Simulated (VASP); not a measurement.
A run of VASP 6.6.1 is set up as follows.

Contents of INCAR:

```
SYSTEM = Mg
  PREC = Accurate
  ENCUT = 520
  EDIFF = 1E-6
  ISMEAR = 0
  SIGMA = 0.15
  LREAL = .FALSE.
  LASPH = .TRUE.
  NELM = 80
  ALGO = Fast
  ISIF = 2
  LWAVE = .FALSE.
  LCHARG = .FALSE.
  GGA = RP
  IVDW = 12
  NBANDS = 7
```

The input KPOINTS:

```
regular mesh
0
G
  10 10 10
  0 0 0
```

POSCAR

```
Mg
1.0
    0.0000000000      2.2737890710      2.2737890710
    2.2737890710      0.0000000000      2.2737890710
    2.2737890710      2.2737890710      0.0000000000
Mg
1
Direct
    0.0000000000      0.0000000000      0.0000000000
```

Potentials or basis: VASP PAW PBE potentials, release 64 (Mg).

Command:

```bash
$ cat potpaw_PBE.64/Mg/POTCAR > POTCAR
$ mpirun -np 1 vasp_std > vasp.out
```

(1) What does it give for the pressure?

(2) Predict the dispersion energy per atom.

(3) Predict the band gap on the k mesh.

## Answers

(1) -13.0 GPa.

(2) -1.227 eV.

(3) zero (band 1 reaches 3.43 eV, above the bottom of band 2 at 1.35 eV).

Caveat: the PAW data sets were made with another functional, which shifts forces and pressure a little; pairwise dispersion overbinds metals, which lowers pressure and volume.
